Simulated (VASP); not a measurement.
# NaB (Fm-3m) in VASP: further runs, part 2 of 2

VASP 6.6.1. The steps go on from the part before.

## Step 4: Relaxation of cell and atoms, PBE, target pressure 40 GPa, at which the enthalpy is minimised

INCAR

```
SYSTEM = NaB
PREC     = Accurate       ! precision mode
ENCUT    = 500            ! plane-wave cutoff, eV
EDIFF    = 1E-7           ! SCF threshold, eV
ISMEAR   = -1             ! smearing method
SIGMA    = 0.1            ! smearing width, eV
LREAL    = .FALSE.        ! projectors in reciprocal space
LASPH    = .TRUE.         ! aspherical terms in the spheres
NELM     = 120            ! most SCF steps
ALGO     = Normal         ! electronic algorithm
ISIF     = 3              ! what is computed and relaxed
LWAVE    = .FALSE.        ! write WAVECAR
LCHARG   = .FALSE.        ! write CHGCAR
GGA      = PE             ! functional
IBRION   = 2              ! ionic algorithm
NSW      = 100            ! ionic steps
EDIFFG   = -0.02          ! ionic threshold
PSTRESS  = 400.0        
GGA_COMPAT= .FALSE.      
NELMIN   = 4
```

KPOINTS

```
Automatic mesh
0
G
  7 7 7
  0 0 0
```

POSCAR

```
NaB
1.0
    0.0000000000      2.6838690000      2.6838690000
    2.6838690000      0.0000000000      2.6838690000
    2.6838690000      2.6838690000      0.0000000000
Na B
1 1
Direct
    0.0000000000      0.0000000000      0.0000000000
    0.5000000000      0.5000000000      0.5000000000
```

Potentials or basis: VASP PAW PBE potentials, release 64 (Na_pv, B).

Run with:

```console
$ cat potpaw_PBE.64/Na_pv/POTCAR potpaw_PBE.64/B/POTCAR > POTCAR
$ mpirun -np 1 vasp_std > vasp.out
```

OUTCAR:

```text
SYSTEM = NaB
   PREC = Accurate
   ENCUT = 500
   EDIFF = 1E-7
   ISMEAR = -1
   LREAL = .FALSE.
   LASPH = .TRUE.
   NELM = 120
   ISIF = 3
   GGA = PE
   IBRION = 2
   NSW = 100
   EDIFFG = -0.02
   PSTRESS = 400.0
   NELMIN = 4

 ion  position               nearest neighbor table
   1  0.000  0.000  0.000-
   2  0.500  0.500  0.500-

  LATTYP: Found a face centered cubic cell.
 ALAT       =     5.3677380000

  Lattice vectors:

 A1 = (   0.0000000000,   2.6838690000,   2.6838690000)
 A2 = (   2.6838690000,   0.0000000000,   2.6838690000)
 A3 = (   2.6838690000,   2.6838690000,   0.0000000000)

Analysis of symmetry for initial positions (statically):
=====================================================================
 Subroutine PRICEL returns:
 Original cell was already a primitive cell.

 Routine SETGRP: Setting up the symmetry group for a
 face centered cubic supercell.

 Subroutine GETGRP returns: Found 48 space group operations
 (whereof 48 operations were pure point group operations)
 out of a pool of 48 trial point group operations.

The static configuration has the point symmetry O_h .

Analysis of symmetry for dynamics (positions and initial velocities):
=====================================================================
 Subroutine PRICEL returns:
 Original cell was already a primitive cell.

 Routine SETGRP: Setting up the symmetry group for a
 face centered cubic supercell.

 Subroutine GETGRP returns: Found 48 space group operations
 (whereof 48 operations were pure point group operations)
 out of a pool of 48 trial point group operations.

The dynamic configuration has the point symmetry O_h .

 Subroutine INISYM returns: Found 48 space group operations
 (whereof 48 operations are pure point group operations),
 and found     1 'primitive' translations

----------------------------------------------------------------------------------------

                                     Primitive cell

  volume of cell :      38.6646

  direct lattice vectors                    reciprocal lattice vectors
     0.000000000  2.683869000  2.683869000    -0.186298214  0.186298214  0.186298214
     2.683869000  0.000000000  2.683869000     0.186298214 -0.186298214  0.186298214
     2.683869000  2.683869000  0.000000000     0.186298214  0.186298214 -0.186298214

  length of vectors
     3.795563939  3.795563939  3.795563939     0.322677971  0.322677971  0.322677971

  position of ions in fractional coordinates (direct lattice)
     0.000000000  0.000000000  0.000000000
     0.500000000  0.500000000  0.500000000

  ion indices of the primitive-cell ions
   primitive index   ion index
                 1           1
                 2           2

----------------------------------------------------------------------------------------

 KPOINTS: Automatic mesh

Automatic generation of k-mesh.
 Grid dimensions read from file:
 generate k-points for:    7    7    7

 Generating k-lattice:

  Cartesian coordinates                     Fractional coordinates (reciprocal lattice)
    -0.026614031  0.026614031  0.026614031     0.142857143  0.000000000  0.000000000
     0.026614031 -0.026614031  0.026614031     0.000000000  0.142857143  0.000000000
     0.026614031  0.026614031 -0.026614031     0.000000000  0.000000000  0.142857143

  Length of vectors
     0.046096853  0.046096853  0.046096853

  Shift w.r.t. Gamma in fractional coordinates (k-lattice)
     0.000000000  0.000000000  0.000000000

 Subroutine IBZKPT returns following result:
 ===========================================

 Found     20 irreducible k-points:

 Following reciprocal coordinates:
            Coordinates               Weight
  0.000000  0.000000  0.000000      1.000000
  0.142857  0.000000  0.000000      8.000000
  0.285714  0.000000  0.000000      8.000000
  0.428571  0.000000  0.000000      8.000000
  0.142857  0.142857  0.000000      6.000000
  0.285714  0.142857  0.000000     24.000000
[... 12 lines left out ...]
 -0.428571  0.428571  0.142857     24.000000
 -0.285714  0.428571  0.142857     24.000000
   k-points           NKPTS =     20   k-points in BZ     NKDIM =     20   number of bands    NBANDS=      9
   number of dos      NEDOS =    301   number of ions     NIONS =      2
   total plane-waves  NPLWV =  21952
   dimension x,y,z NGX =    28 NGY =   28 NGZ =   28
   dimension x,y,z NGXF=    56 NGYF=   56 NGZF=   56
   ions per type =               1   1
   NGX,Y,Z   is equivalent  to a cutoff of  12.26, 12.26, 12.26 a.u.
   NGXF,Y,Z  is equivalent  to a cutoff of  24.53, 24.53, 24.53 a.u.
 SYSTEM =  NaB
   PREC   = accura    normal or accurate (medium, high low for compatibility)
   ISTART =      0    job   : 0-new  1-cont  2-samecut
   ICHARG =      2    charge: 1-file 2-atom 10-const
   ISPIN  =      1    spin polarized calculation?
   LNONCOLLINEAR =      F non collinear calculations
   LSORBIT =      F    spin-orbit coupling
   LASPH  =      T    aspherical Exc in radial PAW
   ENCUT  =  500.0 eV  36.75 Ry    6.06 a.u.   6.92  6.92  6.92*2*pi/ulx,y,z
   NELM   =    120;   NELMIN=  4; NELMDL= -5     # of ELM steps
   EDIFF  = 0.1E-06   stopping-criterion for ELM
   LREAL  =      F    real-space projection
   EDIFFG = -.2E-01   stopping-criterion for IOM
   NSW    =    100    number of steps for IOM
   IBRION =      2    ionic relax: 0-MD 1-quasi-New 2-CG
   NFREE  =      1    steps in history (QN), initial steepest desc. (CG)
   ISIF   =      3    stress and relaxation
   ISYM   =      2    0-nonsym 1-usesym 2-fastsym
   POTIM  = 0.5000    time-step for ionic-motion
   TEBEG  =    0.0;   TEEND  =   0.0 temperature during run
   PSTRESS=  400.0 pullay stress
   NELECT =      10.0000    total number of electrons
   NUPDOWN=      -1.0000    fix difference up-down
   EMIN   =  10.00;   EMAX   =-10.00  energy-range for DOS
   EFERMI =   0.00;   METHOD = LEGACY
   ISMEAR =    -1;   SIGMA  =   0.10  broadening in eV -4-tet -1-fermi 0-gaus
   EFERMI_NEDOS =   21; number of points for ismear=-14 and -15
   IALGO  =     38    algorithm
   IMIX   =      4    mixing-type and parameters
     AMIX     =   0.40;   BMIX     =  1.00
     AMIX_MAG =   1.60;   BMIX_MAG =  1.00
  volume/ion in A,a.u.               =      19.33       130.46
  Fermi-wavevector in a.u.,A,eV,Ry     =   1.043046  1.971071 14.802394  1.087945
  Thomas-Fermi vector in A             =   2.177738
   LORBIT       =      0    0 simple, 1 ext, 2 COOP (PROOUT), +10 PAW based schemes
   GGA     = PE    functional components
   LHFCALC =     F    Hartree Fock is set to
   AEXX    =    0.0000 exact exchange contribution
   IVDW    =     0    specifies the selected vdW correction
   LEPSILON=     F    determine dielectric tensor
   LRPA    =     F    only Hartree local field effects (RPA)
 conjugate gradient relaxation of ions
 non-spin polarized calculation
  energy-cutoff  :      500.00
  volume of cell :       38.66
 maximum number of plane-waves:       998
   NGX = 13   NGY = 13   NGZ = 13

--------------------------------------- Ionic step        1  -------------------------------------------

 number of electron      10.0000000 magnetization

 number of electron       9.9999996 magnetization

 Free energy of the ion-electron system (eV)
  ---------------------------------------------------
  ext. energy  EPLUGINS =         0.00000000
  ---------------------------------------------------
  free energy    TOTEN  =        -4.33078683 eV

  energy without entropy =       -4.30059670  energy(sigma->0) =       -4.31569176

 E-fermi :   0.7942     XC(G=0):  -8.3200

 val. band max:        0.7130371328   @ k =  -0.4286   0.2857   0.0000
 cond. band min:       0.8339174809   @ k =   0.2857   0.2857   0.0000
 fundamental gap:      0.1208803482
 Fermi energy:         0.7942483512

 k-point     1 :       0.0000    0.0000    0.0000
  band No.  band energies     occupation
      1     -22.2790      2.00000
      2     -22.2790      2.00000
      3     -22.2789      2.00000
      4      -6.4066      2.00000
      5       3.1296      0.00000
      6       3.1296      0.00000
      7       3.1296      0.00000
      8       8.1777      0.00000
      9      10.9944      0.00000
[... 451 lines left out ...]
  enthalpy is  TOTEN    =         2.7099216163 eV   P V=        5.8126080827

--------------------------------------- Ionic step        7  -------------------------------------------

 number of electron       9.9999995 magnetization

 Free energy of the ion-electron system (eV)
  ---------------------------------------------------
  ext. energy  EPLUGINS =         0.00000000
  ---------------------------------------------------
  free energy    TOTEN  =        -3.07219094 eV

  energy without entropy =       -3.04880348  energy(sigma->0) =       -3.06049721

 E-fermi :   3.7154     XC(G=0): -10.3237

 val. band max:        3.6378824836   @ k =   0.2857   0.0000   0.0000
 cond. band min:       3.9802113702   @ k =  -0.4286   0.4286   0.1429
 fundamental gap:      0.3423288866
 Fermi energy:         3.7154134508

 k-point     1 :       0.0000    0.0000    0.0000
  band No.  band energies     occupation
      1     -19.1094      2.00000
      2     -19.1094      2.00000
      3     -19.1094      2.00000
      4      -5.4181      2.00000
      5       7.4603      0.00000
      6       7.4603      0.00000
      7       7.4603      0.00000
      8      16.0314      0.00000
      9      16.0314      0.00000
[... 255 lines left out ...]
  FREE ENERGIE OF THE ION-ELECTRON SYSTEM (eV)
  ---------------------------------------------------
  free  energy   TOTEN  =        -3.0721909372 eV

  energy  without entropy=       -3.0488034844  energy(sigma->0) =       -3.06049721

  enthalpy is  TOTEN    =         2.7095987263 eV   P V=        5.7817896635

 reached required accuracy - stopping structural energy minimisation
```

Wall time 36 s (1 thread of Intel Xeon Platinum 8259CL at 2.50GHz (Skylake/Cascade Lake), shared host); peak memory 0.15 GiB.

What came out:

```
Free energy                                                : -3.0722 eV
Relaxed volume                                             : 11.58 Å³/atom
Relaxed cell                                               : a = 3.199 Å, b = 3.199 Å, c = 3.199 Å, α = 60.00°, β = 60.00°, γ = 60.00°
Space group after relaxing (to 0.1 Å)                      : Fm-3m (No. 225)
Energy change on relaxing (the run minimises the enthalpy) : +629.3 meV/atom
Ionic steps                                                : 7
Pressure after relaxing                                    : 40.0 GPa
Band gap on the k mesh                                     : zero (bands 5 and 6 overlap by 4.77 eV)
```

The path:
| step | energy change (eV) | largest force (eV/Å) | pressure (GPa) | volume (Å³) |
| --- | --- | --- | --- | --- |
| 1 | 0.0000 | 0.0000 | 0.17 | 38.66 |
| 2 | 3.6568 | 0.0000 | 108.51 | 17.52 |
| 3 | 1.1858 | 0.0000 | 38.00 | 23.46 |
| 4 | 1.2474 | 0.0000 | 39.70 | 23.20 |
| 5 | 1.3126 | 0.0000 | 41.50 | 22.95 |
| 6 | 1.2281 | 0.0000 | 39.16 | 23.28 |
| 7 | 1.2586 | 0.0000 | 40.01 | 23.16 |

Final structure:
```
CELL_PARAMETERS angstrom
0.00000 2.26236 2.26236
2.26236 0.00000 2.26236
2.26236 2.26236 0.00000
ATOMIC_POSITIONS crystal
Na 0.00000 0.00000 0.00000
B 0.50000 0.50000 0.50000
```

Levels at points of the mesh, in eV from the Fermi level:
```csv
k point,band 1,band 2,band 3,band 4,band 5,band 6,band 7,band 8,band 9
"(0.00, 0.00, 0.00)",-22.82,-22.82,-22.82,-9.13,3.74,3.74,3.74,12.32,12.32
```

Caveat: the cell is relaxed towards a set pressure, so the run minimises the enthalpy, not the energy; the volume moved by over 15 % at a fixed basis, so the end points are rough.

## Step 5: Summary

| cell | gap on the mesh (eV) | pressure (GPa) |
| --- | --- | --- |
| relaxed to 20 GPa | none | 20.1 |
| relaxed to 30 GPa | none | 30.1 |
| relaxed to 40 GPa | none | 40.0 |

Alike in all rows: task relaxation of cell and atoms; level PBE; potentials or basis VASP PAW PBE potentials, release 64 (Na_pv, B); no spin polarisation; k mesh 7 × 7 × 7; cutoff (eV) 500; smearing fermi-dirac 0.1 eV.

Caveats: the cell is relaxed towards a set pressure, so the run minimises the enthalpy, not the energy; the volume moved by over 15 % at a fixed basis, so the end points are rough.

Total energies depend on the potentials used, so only differences within one code and one set of settings carry meaning.
